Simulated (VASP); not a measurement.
# Ga (P6_3/mmc) in VASP: further runs

Ga is run at these levels: LDA; tasks: single point.

Everything below comes from runs of VASP 6.6.1. Logs are shortened: lines on timing, memory, paths and dates and some standing lists are left out, and cuts for length are marked.

## (1) The cell of the first run

It takes space group P6_3/mmc (No. 194, hexagonal). The conventional cell has a = 2.899 Å, b = 2.899 Å, c = 9.056 Å, α = 90.00°, β = 90.00°, γ = 120.00°. Ga (site symmetry -3m) has 12 Ga at 2.82 to 2.90 Å within 3.7 Å. Ga (site symmetry -6m2) has 12 Ga at 2.82 to 2.90 Å within 3.7 Å.

This isn't the form of Ga at room conditions, which is orthorhombic.

## (2) Single point, LDA (16.48 Å³/atom)

INCAR

```
ALGO = Normal ; EDIFF = 1E-6
ENCUT = 520 ; GGA = CA
ISIF = 2 ; ISMEAR = -1
LASPH = True ; LCHARG = False
LREAL = False ; LWAVE = False
NBANDS = 34 ; NELM = 60
PREC = Accurate ; SIGMA = 0.1
```

KPOINTS

```
k-points
0
Gamma
  14 14 4
```

POSCAR

```
Ga
1.0
    2.8991779414      0.0000000000      0.0000000000
   -1.4495889707      2.5107617474      0.0000000000
    0.0000000000      0.0000000000      9.0555059719
Ga
4
Direct
    0.0000000000      1.0000000000      1.0000000000
    0.0000000000      1.0000000000      0.5000000000
    0.3333333333      0.6666666667      0.2500000000
    0.6666666667      0.3333333333      0.7500000000
```

Potentials or basis: VASP PAW LDA potentials, release 64 (Ga_d).

Command:

```bash
cat potpaw_LDA.64/Ga_d/POTCAR > POTCAR
mpirun -np 1 vasp_std > vasp.out
```

OUTCAR:

```text
EDIFF = 1E-6
   ENCUT = 520
   GGA = CA
   ISIF = 2
   ISMEAR = -1
   LASPH = True
   LREAL = False
   NELM = 60
   PREC = Accurate

 ion  position               nearest neighbor table
   1  0.000  0.000  0.000-   3 2.82   4 2.82   4 2.82   3 2.82   4 2.82   3 2.82
   2  0.000  0.000  0.500-   3 2.82   4 2.82   4 2.82   3 2.82   4 2.82   3 2.82
   3  0.333  0.667  0.250-   1 2.82   2 2.82   1 2.82   2 2.82   1 2.82   2 2.82
   4  0.667  0.333  0.750-   1 2.82   2 2.82   1 2.82   2 2.82   1 2.82   2 2.82

  LATTYP: Found a hexagonal cell.
 ALAT       =     2.8991779414
 C/A-ratio  =     3.1234736725

  Lattice vectors:

 A1 = (   2.8991779414,   0.0000000000,   0.0000000000)
 A2 = (  -1.4495889707,   2.5107617474,   0.0000000000)
 A3 = (   0.0000000000,   0.0000000000,   9.0555059719)

Analysis of symmetry for initial positions (statically):
=====================================================================
 Subroutine PRICEL returns:
 Original cell was already a primitive cell.

 Routine SETGRP: Setting up the symmetry group for a
 hexagonal supercell.

 Subroutine GETGRP returns: Found 24 space group operations
 (whereof 12 operations were pure point group operations)
 out of a pool of 24 trial point group operations.

The static configuration has the point symmetry D_3d.
 The point group associated with its full space group is D_6h.

Analysis of symmetry for dynamics (positions and initial velocities):
=====================================================================
 Subroutine PRICEL returns:
 Original cell was already a primitive cell.

 Routine SETGRP: Setting up the symmetry group for a
 hexagonal supercell.

 Subroutine GETGRP returns: Found 24 space group operations
 (whereof 12 operations were pure point group operations)
 out of a pool of 24 trial point group operations.

The dynamic configuration has the point symmetry D_3d.
 The point group associated with its full space group is D_6h.

 Subroutine INISYM returns: Found 24 space group operations
 (whereof 12 operations are pure point group operations),
 and found     1 'primitive' translations

----------------------------------------------------------------------------------------

                                     Primitive cell

  volume of cell :      65.9163

  direct lattice vectors                    reciprocal lattice vectors
     2.899177941  0.000000000  0.000000000     0.344925362  0.199142750  0.000000000
[... 90 lines left out ...]
   EDIFF  = 0.1E-05   stopping-criterion for ELM
   LREAL  =      F    real-space projection
   EDIFFG = 0.1E-04   stopping-criterion for IOM
   NSW    =      0    number of steps for IOM
   IBRION =     -1    ionic relax: 0-MD 1-quasi-New 2-CG
   NFREE  =      0    steps in history (QN), initial steepest desc. (CG)
   ISIF   =      2    stress and relaxation
   ISYM   =      2    0-nonsym 1-usesym 2-fastsym
   POTIM  = 0.5000    time-step for ionic-motion
   TEBEG  =    0.0;   TEEND  =   0.0 temperature during run
   PSTRESS=    0.0 pullay stress
   NELECT =      52.0000    total number of electrons
   NUPDOWN=      -1.0000    fix difference up-down
   EMIN   =  10.00;   EMAX   =-10.00  energy-range for DOS
   EFERMI =   0.00;   METHOD = LEGACY
   ISMEAR =    -1;   SIGMA  =   0.10  broadening in eV -4-tet -1-fermi 0-gaus
   EFERMI_NEDOS =   21; number of points for ismear=-14 and -15
   IALGO  =     38    algorithm
   IMIX   =      4    mixing-type and parameters
     AMIX     =   0.40;   BMIX     =  1.00
     AMIX_MAG =   1.60;   BMIX_MAG =  1.00
  volume/ion in A,a.u.               =      16.48       111.21
  Fermi-wavevector in a.u.,A,eV,Ry     =   1.512673  2.858537 31.132553  2.288178
  Thomas-Fermi vector in A             =   2.622566
   LORBIT       =      0    0 simple, 1 ext, 2 COOP (PROOUT), +10 PAW based schemes
   GGA     = CA    functional components
   LHFCALC =     F    Hartree Fock is set to
   AEXX    =    0.0000 exact exchange contribution
   IVDW    =     0    specifies the selected vdW correction
   LEPSILON=     F    determine dielectric tensor
   LRPA    =     F    only Hartree local field effects (RPA)
 non-spin polarized calculation
  energy-cutoff  :      520.00
  volume of cell :       65.92
 maximum number of plane-waves:      1810
 NGX is ok and might be reduce to    24
   NGX = 11   NGY = 11   NGZ = 33

 number of electron      51.9999976 magnetization

 Free energy of the ion-electron system (eV)
  ---------------------------------------------------
  ext. energy  EPLUGINS =         0.00000000
  ---------------------------------------------------
  free energy    TOTEN  =       -14.20229995 eV

  energy without entropy =      -14.15149200  energy(sigma->0) =      -14.17689598

 E-fermi :   6.6878     XC(G=0): -12.0352

 val. band max:        6.6761092584   @ k =   0.3571   0.0000   0.0000
 cond. band min:       6.6996578090   @ k =   0.5000   0.0000   0.2500
 fundamental gap:      0.0235485506
 Fermi energy:         6.6878035758

 k-point     1 :       0.0000    0.0000    0.0000
  band No.  band energies     occupation
      1      -8.6163      2.00000
      2      -8.5188      2.00000
      3      -8.5156      2.00000
      4      -8.5007      2.00000
      5      -8.5007      2.00000
      6      -8.4895      2.00000
[... 877 lines left out ...]
     33      11.0204      0.00000
     34      11.0286      0.00000

 [... further k-points ...]

------------------------ aborting loop because EDIFF is reached ----------------------------------------

  FORCE on cell =-STRESS in cart. coord.  units (eV):
  Direction    XX          YY          ZZ          XY          YZ          ZX
  --------------------------------------------------------------------------------------
  -------------------------------------------------------------------------------------
  Total        1.2273351      1.2273351      1.3471349      0.0000000      0.0000000      0.0000000
  in kB       29.8318818     29.8318818     32.7437615      0.0000000      0.0000000      0.0000000
  external PRESSURE =      30.8025084 kB  Pullay stress =       0.0000000 kB

 VOLUME and BASIS-vectors are now :
 -----------------------------------------------------------------------------
  energy-cutoff  :      520.00
  volume of cell :       65.92
      direct lattice vectors                 reciprocal lattice vectors
     2.899177941  0.000000000  0.000000000     0.344925362  0.199142750  0.000000000
    -1.449588971  2.510761747  0.000000000     0.000000000  0.398285501  0.000000000
     0.000000000  0.000000000  9.055505972     0.000000000  0.000000000  0.110430053

 POSITION                                       TOTAL-FORCE (eV/Angst)
 -----------------------------------------------------------------------------------
      0.00000      0.00000      0.00000         0.000000      0.000000     -0.000000
      0.00000      0.00000      4.52775         0.000000      0.000000     -0.000000
     -0.00000      1.67384      2.26388         0.000000     -0.000000      0.000000
      1.44959      0.83692      6.79163        -0.000000      0.000000      0.000000
 -----------------------------------------------------------------------------------
    total drift:                               -0.000000      0.000000      0.000000

  FREE ENERGIE OF THE ION-ELECTRON SYSTEM (eV)
  ---------------------------------------------------
  free  energy   TOTEN  =       -14.2022999499 eV

  energy  without entropy=      -14.1514920012  energy(sigma->0) =      -14.17689598
```

It took 1.7 min on 1 thread of AMD EPYC 7R13 (Zen 3), shared host; peak memory 0.21 GiB.

What came out:

| Item | Value |
| --- | --- |
| Free energy | -14.2023 eV |
| Pressure | 3.1 GPa |
| Band gap on the k mesh | zero (bands 26 and 27 overlap by 6.95 eV) |

Levels at points of the mesh, in eV from the Fermi level:
| k point | band 22 | band 23 | band 24 | band 25 | band 26 | band 27 | band 28 | band 29 | band 30 | band 31 |
| --- | --- | --- | --- | --- | --- | --- | --- | --- | --- | --- |
| (0.00, 0.00, 0.00) | -10.28 | -10.27 | -4.54 | -4.43 | 4.87 | 4.88 | 10.03 | 10.03 | 11.02 | 11.02 |
| (0.50, 0.00, 0.00) | -5.83 | -4.23 | -4.21 | -3.91 | -3.73 | 1.10 | 1.16 | 1.55 | 2.66 | 4.74 |
| (0.00, 0.00, 0.50) | -11.72 | -7.85 | -7.85 | -0.21 | -0.21 | 10.36 | 10.36 | 10.36 | 10.36 | 10.59 |
| (0.50, 0.00, 0.50) | -5.74 | -5.20 | -5.20 | -2.01 | -2.01 | -1.33 | -1.33 | 4.95 | 4.95 | 5.27 |

Caveat: the cell stands under pressure.

## (3) Single point, LDA (17.17 Å³/atom)

This run uses another cell than the first one, of 17.17 Å³/atom.

INCAR

```
SYSTEM = Ga
ALGO     = Normal         ! electronic algorithm
EDIFF    = 1E-6           ! SCF threshold, eV
ENCUT    = 520            ! plane-wave cutoff, eV
GGA      = CA             ! functional
ISIF     = 2              ! what is computed and relaxed
ISMEAR   = -1             ! smearing method
LASPH    = .TRUE.         ! aspherical terms in the spheres
LCHARG   = .FALSE.        ! write CHGCAR
LREAL    = .FALSE.        ! projectors in reciprocal space
LWAVE    = .FALSE.        ! write WAVECAR
NBANDS   = 34             ! bands
NELM     = 60             ! most SCF steps
PREC     = Accurate       ! precision mode
SIGMA    = 0.1            ! smearing width, eV
```

KPOINTS

```
k-points
0
G
  14 14 4
  0 0 0
```

POSCAR

```
Ga
1.0
    2.9388976435      0.0000000000      0.0000000000
   -1.4694488218      2.5451600184      0.0000000000
    0.0000000000      0.0000000000      9.1795694155
Ga
4
Direct
    0.0000000000      1.0000000000      1.0000000000
    0.0000000000      1.0000000000      0.5000000000
    0.3333333333      0.6666666667      0.2500000000
    0.6666666667      0.3333333333      0.7500000000
```

Potentials or basis: VASP PAW LDA potentials, release 64 (Ga_d).

Command:

```bash
cat potpaw_LDA.64/Ga_d/POTCAR > POTCAR
mpirun -np 1 vasp_std > vasp.out
```

OUTCAR:

```text
SYSTEM = Ga
   EDIFF = 1E-6
   ENCUT = 520
   GGA = CA
   ISIF = 2
   ISMEAR = -1
   LASPH = .TRUE.
   LREAL = .FALSE.
   NELM = 60
   PREC = Accurate

 ion  position               nearest neighbor table
   1  0.000  0.000  0.000-   3 2.85   4 2.85   4 2.85   3 2.85   4 2.85   3 2.85
   2  0.000  0.000  0.500-   3 2.85   4 2.85   4 2.85   3 2.85   4 2.85   3 2.85
   3  0.333  0.667  0.250-   1 2.85   2 2.85   1 2.85   2 2.85   1 2.85   2 2.85
   4  0.667  0.333  0.750-   1 2.85   2 2.85   1 2.85   2 2.85   1 2.85   2 2.85

  LATTYP: Found a hexagonal cell.
 ALAT       =     2.9388976435
 C/A-ratio  =     3.1234736725

  Lattice vectors:

 A1 = (   2.9388976435,   0.0000000000,   0.0000000000)
 A2 = (  -1.4694488218,   2.5451600184,   0.0000000000)
 A3 = (   0.0000000000,   0.0000000000,   9.1795694155)

Analysis of symmetry for initial positions (statically):
=====================================================================
 Subroutine PRICEL returns:
 Original cell was already a primitive cell.

 Routine SETGRP: Setting up the symmetry group for a
 hexagonal supercell.

 Subroutine GETGRP returns: Found 24 space group operations
 (whereof 12 operations were pure point group operations)
[... 171 lines left out ...]

 val. band max:        6.2375437563   @ k =   0.3571   0.0000   0.0000
 cond. band min:       6.2530951342   @ k =   0.5000   0.0000   0.2500
 fundamental gap:      0.0155513779
 Fermi energy:         6.2493120304

 k-point     1 :       0.0000    0.0000    0.0000
  band No.  band energies     occupation
      1      -8.9679      2.00000
      2      -8.8842      2.00000
      3      -8.8808      2.00000
      4      -8.8717      2.00000
      5      -8.8717      2.00000
      6      -8.8608      2.00000
[... 877 lines left out ...]
     33      10.4209      0.00000
     34      10.5420      0.00000

 [... further k-points ...]

------------------------ aborting loop because EDIFF is reached ----------------------------------------

  FORCE on cell =-STRESS in cart. coord.  units (eV):
  Direction    XX          YY          ZZ          XY          YZ          ZX
  --------------------------------------------------------------------------------------
  -------------------------------------------------------------------------------------
  Total        0.0749835      0.0749835      0.0880483     -0.0000000      0.0000000      0.0000000
  in kB        1.7496632      1.7496632      2.0545177     -0.0000000      0.0000000      0.0000000
  external PRESSURE =       1.8512813 kB  Pullay stress =       0.0000000 kB

 VOLUME and BASIS-vectors are now :
 -----------------------------------------------------------------------------
  energy-cutoff  :      520.00
  volume of cell :       68.66
      direct lattice vectors                 reciprocal lattice vectors
     2.938897643  0.000000000  0.000000000     0.340263637  0.196451302  0.000000000
    -1.469448822  2.545160018  0.000000000     0.000000000  0.392902604  0.000000000
     0.000000000  0.000000000  9.179569415     0.000000000  0.000000000  0.108937572

 POSITION                                       TOTAL-FORCE (eV/Angst)
 -----------------------------------------------------------------------------------
      0.00000      0.00000      0.00000        -0.000000      0.000000     -0.000000
      0.00000      0.00000      4.58978        -0.000000      0.000000     -0.000000
     -0.00000      1.69677      2.29489        -0.000000      0.000000      0.000000
      1.46945      0.84839      6.88468         0.000000     -0.000000      0.000000
 -----------------------------------------------------------------------------------
    total drift:                               -0.000000      0.000000      0.000000

  FREE ENERGIE OF THE ION-ELECTRON SYSTEM (eV)
  ---------------------------------------------------
  free  energy   TOTEN  =       -14.2318260351 eV

  energy  without entropy=      -14.1808619171  energy(sigma->0) =      -14.20634398
```

OSZICAR:

```text
N       E                     dE             d eps       ncg     rms          rms(c)
DAV:   1     0.340882068029E+03    0.34088E+03   -0.25491E+04  5288   0.300E+03
DAV:   2     0.271969568143E+02   -0.31369E+03   -0.30614E+03  5024   0.518E+02
DAV:   3    -0.130720486420E+02   -0.40269E+02   -0.39621E+02  5524   0.147E+02
DAV:   4    -0.143696857194E+02   -0.12976E+01   -0.12837E+01  5768   0.290E+01
DAV:   5    -0.143971262883E+02   -0.27441E-01   -0.27419E-01  6162   0.442E+00    0.187E+00
DAV:   6    -0.142660995424E+02    0.13103E+00   -0.24042E-01  6144   0.649E+00    0.897E-01
DAV:   7    -0.142351502904E+02    0.30949E-01   -0.60555E-02  6644   0.208E+00    0.228E-01
DAV:   8    -0.142318609494E+02    0.32893E-02   -0.84068E-03  5456   0.103E+00    0.387E-02
DAV:   9    -0.142318303709E+02    0.30579E-04   -0.46818E-04  7384   0.169E-01    0.136E-02
DAV:  10    -0.142318259016E+02    0.44692E-05   -0.46076E-05  6094   0.945E-02    0.152E-03
DAV:  11    -0.142318260351E+02   -0.13345E-06   -0.33257E-06  4652   0.503E-02
   1 F= -.14231826E+02 E0= -.14206344E+02  d E =-.509641E-01
```

stdout:

```text
POSCAR found type information on POSCAR Ga
 POSCAR found :  1 types and       4 ions
 scaLAPACK will be used
 LDA part: xc-table for (Slater(with rela. corr.)+CA(PZ))
 , standard interpolation
 POSCAR, INCAR and KPOINTS ok, starting setup
 FFT: planning ... GRIDC
 FFT: planning ... GRID_SOFT
 FFT: planning ... GRID
 WAVECAR not read
 entering main loop
```

It took 1.8 min on 1 thread of AMD EPYC 7R13 (Zen 3), shared host; peak memory 0.21 GiB.

Results:

```yaml
Free_energy: -14.2318 eV
Pressure: 0.2 GPa
Band_gap_on_the_k_mesh: zero (bands 26 and 27 overlap by 6.68 eV)
```

## (4) Single point, LDA (17.85 Å³/atom)

This run uses another cell than the first one, of 17.85 Å³/atom.

INCAR

```
PREC = Accurate
ENCUT = 520
EDIFF = 1E-6
ISMEAR = -1
SIGMA = 0.1
LREAL = False
LASPH = True
NELM = 80
ALGO = Normal
ISIF = 2
LWAVE = False
LCHARG = True
GGA = CA
LELF = True
LVHAR = True
NBANDS = 34
```

KPOINTS

```
regular mesh
0
Gamma
  14 14 4
```

POSCAR

```
Ga
1.0
    2.9775717844      0.0000000000      0.0000000000
   -1.4887858922      2.5786528068      0.0000000000
    0.0000000000      0.0000000000      9.3003670764
Ga
4
Direct
    0.0000000000      1.0000000000      1.0000000000
    0.0000000000      1.0000000000      0.5000000000
    0.3333333333      0.6666666667      0.2500000000
    0.6666666667      0.3333333333      0.7500000000
```

Command:

```bash
cat potpaw_LDA.64/Ga_d/POTCAR > POTCAR
mpirun -np 1 vasp_std > vasp.out
```

It took 1.9 min on 1 thread of AMD EPYC 7R13 (Zen 3), shared host; peak memory 0.21 GiB.

The run converged. Its results:

```yaml
Free_energy: -14.2165 eV
Pressure: -2.0 GPa
Band_gap_on_the_k_mesh: zero (bands 26 and 27 overlap by 6.42 eV)
```

Stress tensor (GPa, compression positive):
```
-1.95  0.00  0.00
 0.00 -1.95  0.00
 0.00  0.00 -2.12
```

Levels at points of the mesh, in eV from the Fermi level:
```tsv
k point	band 22	band 23	band 24	band 25	band 26	band 27	band 28	band 29	band 30	band 31
(0.00, 0.00, 0.00)	-9.71	-9.70	-4.49	-4.00	4.59	4.60	9.40	9.40	10.33	10.33
(0.50, 0.00, 0.00)	-5.53	-4.19	-3.83	-3.63	-3.52	0.91	0.98	1.58	2.62	4.54
(0.00, 0.00, 0.50)	-11.05	-7.43	-7.43	-0.21	-0.21	9.70	9.70	9.70	9.70	9.96
(0.50, 0.00, 0.50)	-5.53	-4.86	-4.86	-1.87	-1.87	-1.31	-1.31	4.66	4.66	5.03
```

## (5) Summary

```csv
cell,gap on the mesh (eV),pressure (GPa)
"a = 2.899, b = 2.899, c = 9.056 Å, angles 90.0, 90.0, 120.0°, 4 atoms",none,3.1
"a = 2.939, b = 2.939, c = 9.180 Å, angles 90.0, 90.0, 120.0°, 4 atoms",none,0.2
"a = 2.978, b = 2.978, c = 9.300 Å, angles 90.0, 90.0, 120.0°, 4 atoms",none,-2.0
```

Alike in all rows: task single point; level LDA; potentials or basis VASP PAW LDA potentials, release 64 (Ga_d); no spin polarisation; k mesh 14 × 14 × 4; cutoff (eV) 520; smearing fermi-dirac 0.1 eV.

Caveats: the cell stands under pressure (at least some runs).

Absolute energies hang on the potentials; compare differences alone.
